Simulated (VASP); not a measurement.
# Pd (Fm-3m) in VASP: further runs, part 2 of 2

VASP 6.6.1. The steps go on from the part before.

## (3) Relaxation of cell and atoms, r2SCAN

This run uses another cell than the first one, of 15.03 Å³/atom, 1.008 times its volume.

POSCAR reads:

```
Pd
1.0
    0.0000000000      1.9586507900      1.9586507900
    1.9586507900      0.0000000000      1.9586507900
    1.9586507900      1.9586507900      0.0000000000
Pd
1
Direct
    0.0000000000      0.0000000000      0.0000000000
```

INCAR.step1 reads:

```
SYSTEM = Pd
PREC = Accurate
ENCUT = 600
ISMEAR = 0
SIGMA = 0.1
LREAL = .FALSE.
LASPH = .TRUE.
NELM = 80
GGA = PE
ALGO = Normal
EDIFF = 1E-4
LWAVE = .TRUE.
LCHARG = .FALSE.
```

INCAR.step2 reads:

```
SYSTEM = Pd
PREC = Accurate
ENCUT = 600
EDIFF = 1E-6
ISMEAR = 0
SIGMA = 0.1
LREAL = .FALSE.
LASPH = .TRUE.
NELM = 80
ALGO = Normal
ISIF = 3
LWAVE = .FALSE.
LCHARG = .FALSE.
METAGGA = R2SCAN
LMIXTAU = .TRUE.
IBRION = 2
NSW = 100
EDIFFG = -0.005
ISTART = 1
```

KPOINTS reads:

```
regular mesh
0
G
  18 18 18
  0 0 0
```

Potentials or basis: VASP PAW PBE potentials, release 64 (Pd).

Run with:

```bash
$ cat potpaw_PBE.64/Pd/POTCAR > POTCAR
$ cp INCAR.step1 INCAR
$ mpirun -np 1 vasp_std > vasp.out
$ cp INCAR.step2 INCAR
$ mpirun -np 1 vasp_std > vasp.out
```

OUTCAR:

```text
SYSTEM = Pd
   PREC = Accurate
   ENCUT = 600
   EDIFF = 1E-6
   ISMEAR = 0
   LREAL = .FALSE.
   LASPH = .TRUE.
   NELM = 80
   ISIF = 3
   METAGGA = R2SCAN
   IBRION = 2
   NSW = 100
   EDIFFG = -0.005
   ISTART = 1

 ion  position               nearest neighbor table
   1  0.000  0.000  0.000-

  LATTYP: Found a face centered cubic cell.
 ALAT       =     3.9173015800

  Lattice vectors:

 A1 = (   0.0000000000,   1.9586507900,   1.9586507900)
 A2 = (   1.9586507900,   0.0000000000,   1.9586507900)
 A3 = (   1.9586507900,   1.9586507900,   0.0000000000)

Analysis of symmetry for initial positions (statically):
=====================================================================
 Subroutine PRICEL returns:
 Original cell was already a primitive cell.

 Routine SETGRP: Setting up the symmetry group for a
 face centered cubic supercell.

 Subroutine GETGRP returns: Found 48 space group operations
 (whereof 48 operations were pure point group operations)
 out of a pool of 48 trial point group operations.

The static configuration has the point symmetry O_h .

Analysis of symmetry for dynamics (positions and initial velocities):
=====================================================================
 Subroutine PRICEL returns:
 Original cell was already a primitive cell.

 Routine SETGRP: Setting up the symmetry group for a
 face centered cubic supercell.

 Subroutine GETGRP returns: Found 48 space group operations
 (whereof 48 operations were pure point group operations)
 out of a pool of 48 trial point group operations.

The dynamic configuration has the point symmetry O_h .

 Subroutine INISYM returns: Found 48 space group operations
 (whereof 48 operations are pure point group operations),
 and found     1 'primitive' translations

----------------------------------------------------------------------------------------

                                     Primitive cell

  volume of cell :      15.0280

  direct lattice vectors                    reciprocal lattice vectors
     0.000000000  1.958650790  1.958650790    -0.255277767  0.255277767  0.255277767
     1.958650790  0.000000000  1.958650790     0.255277767 -0.255277767  0.255277767
     1.958650790  1.958650790  0.000000000     0.255277767  0.255277767 -0.255277767

  length of vectors
     2.769950511  2.769950511  2.769950511     0.442154062  0.442154062  0.442154062

  position of ions in fractional coordinates (direct lattice)
     0.000000000  0.000000000  0.000000000

  ion indices of the primitive-cell ions
   primitive index   ion index
                 1           1

----------------------------------------------------------------------------------------

 KPOINTS: regular mesh

Automatic generation of k-mesh.
 Grid dimensions read from file:
 generate k-points for:   18   18   18

 Generating k-lattice:

[... 21 lines left out ...]
  0.166667  0.000000  0.000000      8.000000
  0.222222  0.000000  0.000000      8.000000
  0.277778  0.000000  0.000000      8.000000
[... 16 lines left out ...]
 -0.277778  0.055556  0.000000     24.000000
 -0.222222  0.055556  0.000000     24.000000
 [... further k-points ...]
   k-points           NKPTS =    195   k-points in BZ     NKDIM =    195   number of bands    NBANDS=      9
   number of dos      NEDOS =    301   number of ions     NIONS =      1
   total plane-waves  NPLWV =  13824
   dimension x,y,z NGX =    24 NGY =   24 NGZ =   24
   dimension x,y,z NGXF=    48 NGYF=   48 NGZF=   48
   ions per type =               1
   NGX,Y,Z   is equivalent  to a cutoff of  14.40, 14.40, 14.40 a.u.
   NGXF,Y,Z  is equivalent  to a cutoff of  28.81, 28.81, 28.81 a.u.
 SYSTEM =  Pd
   PREC   = accura    normal or accurate (medium, high low for compatibility)
   ISTART =      1    job   : 0-new  1-cont  2-samecut
   ICHARG =      0    charge: 1-file 2-atom 10-const
   ISPIN  =      1    spin polarized calculation?
   LNONCOLLINEAR =      F non collinear calculations
   LSORBIT =      F    spin-orbit coupling
   LASPH  =      T    aspherical Exc in radial PAW
   ENCUT  =  600.0 eV  44.10 Ry    6.64 a.u.   5.53  5.53  5.53*2*pi/ulx,y,z
   NELM   =     80;   NELMIN=  2; NELMDL=  0     # of ELM steps
   EDIFF  = 0.1E-05   stopping-criterion for ELM
   LREAL  =      F    real-space projection
   EDIFFG = -.5E-02   stopping-criterion for IOM
   NSW    =    100    number of steps for IOM
   IBRION =      2    ionic relax: 0-MD 1-quasi-New 2-CG
   NFREE  =      1    steps in history (QN), initial steepest desc. (CG)
   ISIF   =      3    stress and relaxation
   ISYM   =      2    0-nonsym 1-usesym 2-fastsym
   POTIM  = 0.5000    time-step for ionic-motion
   TEBEG  =    0.0;   TEEND  =   0.0 temperature during run
   PSTRESS=    0.0 pullay stress
   NELECT =      10.0000    total number of electrons
   NUPDOWN=      -1.0000    fix difference up-down
   EMIN   =  10.00;   EMAX   =-10.00  energy-range for DOS
   EFERMI =   0.00;   METHOD = LEGACY
   ISMEAR =     0;   SIGMA  =   0.10  broadening in eV -4-tet -1-fermi 0-gaus
   EFERMI_NEDOS =   21; number of points for ismear=-14 and -15
   IALGO  =     38    algorithm
   IMIX   =      4    mixing-type and parameters
     AMIX     =   0.40;   BMIX     =  1.00
     AMIX_MAG =   1.60;   BMIX_MAG =  1.00
  volume/ion in A,a.u.               =      15.03       101.41
  Fermi-wavevector in a.u.,A,eV,Ry     =   1.429249  2.700889 27.793328  2.042752
  Thomas-Fermi vector in A             =   2.549223
   LORBIT       =      0    0 simple, 1 ext, 2 COOP (PROOUT), +10 PAW based schemes
   METAGGA = R2SCAN    functional components
   LHFCALC =     F    Hartree Fock is set to
   AEXX    =    0.0000 exact exchange contribution
   IVDW    =     0    specifies the selected vdW correction
   LEPSILON=     F    determine dielectric tensor
   LRPA    =     F    only Hartree local field effects (RPA)
 conjugate gradient relaxation of ions
 non-spin polarized calculation
 Gauss-broadening in eV      SIGMA  =   0.10
  energy-cutoff  :      600.00
  volume of cell :       15.03
 maximum number of plane-waves:       531
 NGX is ok and might be reduce to    24
   NGX = 11   NGY = 11   NGZ = 11

--------------------------------------- Ionic step        1  -------------------------------------------

 number of electron       9.9999999 magnetization

 Free energy of the ion-electron system (eV)
  ---------------------------------------------------
  ext. energy  EPLUGINS =         0.00000000
  ---------------------------------------------------
  free energy    TOTEN  =       -22.95430649 eV

  energy without entropy =      -22.94326244  energy(sigma->0) =      -22.94878446

------------------------ aborting loop because EDIFF is reached ----------------------------------------

  FORCE on cell =-STRESS in cart. coord.  units (eV):
  Direction    XX          YY          ZZ          XY          YZ          ZX
  --------------------------------------------------------------------------------------
  -------------------------------------------------------------------------------------
  Total       -0.0704984     -0.0704984     -0.0704984      0.0000000      0.0000000      0.0000000
  in kB       -7.5160382     -7.5160382     -7.5160382      0.0000000      0.0000000      0.0000000
  external PRESSURE =      -7.5160382 kB  Pullay stress =       0.0000000 kB
[... 57 lines left out ...]
--------------------------------------- Ionic step        3  -------------------------------------------

 number of electron       9.9999999 magnetization

 Free energy of the ion-electron system (eV)
  ---------------------------------------------------
  ext. energy  EPLUGINS =         0.00000000
  ---------------------------------------------------
  free energy    TOTEN  =       -22.95445632 eV

  energy without entropy =      -22.94346573  energy(sigma->0) =      -22.94896103

 E-fermi :   9.3663     XC(G=0): -14.0252

 val. band max:        9.3507584579   @ k =   0.5000   0.1111   0.0000
 cond. band min:       9.3741560823   @ k =  -0.4444   0.3889   0.1111
 fundamental gap:      0.0233976243
 Fermi energy:         9.3663388849

 k-point     1 :       0.0000    0.0000    0.0000
  band No.  band energies     occupation
      1       2.2932      2.00000
      2       6.5169      2.00000
      3       6.5169      2.00000
      4       6.5169      2.00000
      5       8.0888      2.00000
      6       8.0888      2.00000
      7      27.3825      0.00000
      8      32.2856      0.00000
      9      32.2856      0.00000
[... 265 lines left out ...]
 k-point    24 :      -0.2222    0.0556    0.0000
  band No.  band energies     occupation
      1       4.0105      2.00000
      2       6.3331      2.00000
      3       6.8389      2.00000
      4       6.8672      2.00000
      5       7.9886      2.00000
      6       8.5241      2.00000
      7      24.9024      0.00000
      8      28.4362      0.00000
      9      31.8739      0.00000

 [... further k-points ...]
[... 5 lines left out ...]
  --------------------------------------------------------------------------------------
  -------------------------------------------------------------------------------------
  Total        0.0014809      0.0014809      0.0014809      0.0000000      0.0000000      0.0000000
  in kB        0.1585496      0.1585496      0.1585496      0.0000000      0.0000000      0.0000000
  external PRESSURE =       0.1585496 kB  Pullay stress =       0.0000000 kB
[... 16 lines left out ...]
  FREE ENERGIE OF THE ION-ELECTRON SYSTEM (eV)
  ---------------------------------------------------
  free  energy   TOTEN  =       -22.9544563213 eV

  energy  without entropy=      -22.9434657315  energy(sigma->0) =      -22.94896103

 reached required accuracy - stopping structural energy minimisation
```

OUTCAR.step1:

```text
SYSTEM = Pd
   PREC = Accurate
   ENCUT = 600
   ISMEAR = 0
   LREAL = .FALSE.
   LASPH = .TRUE.
   NELM = 80
[... 507 lines left out ...]
 -----------------------------------------------------------------------------------
      0.00000      0.00000      0.00000         0.000000      0.000000      0.000000
 -----------------------------------------------------------------------------------
    total drift:                               -0.000000     -0.000000     -0.000000

  FREE ENERGIE OF THE ION-ELECTRON SYSTEM (eV)
  ---------------------------------------------------
  free  energy   TOTEN  =        -5.2235791806 eV

  energy  without entropy=       -5.2116349039  energy(sigma->0) =       -5.21760704
```

OSZICAR.step1:

```text
N       E                     dE             d eps       ncg     rms          rms(c)
DAV:   1     0.430556303423E+02    0.43056E+02   -0.58076E+03  3518   0.118E+03
DAV:   2    -0.507304211497E+01   -0.48129E+02   -0.47030E+02  3730   0.206E+02
DAV:   3    -0.549606687713E+01   -0.42302E+00   -0.42009E+00  4084   0.225E+01
DAV:   4    -0.549825667571E+01   -0.21898E-02   -0.21896E-02  4114   0.149E+00
DAV:   5    -0.549828299819E+01   -0.26322E-04   -0.26321E-04  4049   0.138E-01    0.735E+00
DAV:   6    -0.523690098313E+01    0.26138E+00   -0.12263E+00  3589   0.104E+01    0.359E+00
DAV:   7    -0.522702181625E+01    0.98792E-02   -0.89269E-03  3891   0.871E-01    0.189E+00
DAV:   8    -0.522357996123E+01    0.34419E-02   -0.10501E-03  3796   0.273E-01    0.629E-02
DAV:   9    -0.522357918064E+01    0.78058E-06   -0.72807E-06  2012   0.293E-02
   1 F= -.52235792E+01 E0= -.52176070E+01  d E =-.119443E-01
```

Run time: 7.7 min. Hardware: 1 thread of AMD EPYC 7R43 (Zen 3), shared host; peak memory 0.14 GiB.

What came out:

```
Free energy                            : -22.9545 eV
Relaxed volume                         : 14.96 Å³/atom
Relaxed cell                           : a = 2.766 Å, b = 2.766 Å, c = 2.766 Å, α = 60.00°, β = 60.00°, γ = 60.00°
Space group after relaxing (to 0.05 Å) : Fm-3m (No. 225)
Energy gained by relaxing              : 0.1 meV/atom
Ionic steps                            : 3
Pressure after relaxing                : 0.0 GPa
Band gap on the k mesh                 : zero (band 5 reaches 9.67 eV, above the bottom of band 6 at 8.03 eV)
```

The path:
| step | energy change (eV) | largest force (eV/Å) | pressure (GPa) | volume (Å³) |
| --- | --- | --- | --- | --- |
| 1 | 0.0000 | 0.0000 | -0.75 | 15.03 |
| 2 | 0.0002 | 0.0000 | 1.21 | 14.88 |
| 3 | -0.0001 | 0.0000 | 0.02 | 14.96 |

Final structure:
```yaml
crystal:
  lattice:
    - [0.00000, 1.95589, 1.95589]
    - [1.95589, 0.00000, 1.95589]
    - [1.95589, 1.95589, 0.00000]
  atoms:
    - { symbol: Pd, position: [0.00000, 0.00000, 0.00000] }
```

Caveat: the PAW data sets were made with another functional, which shifts forces and pressure a little.
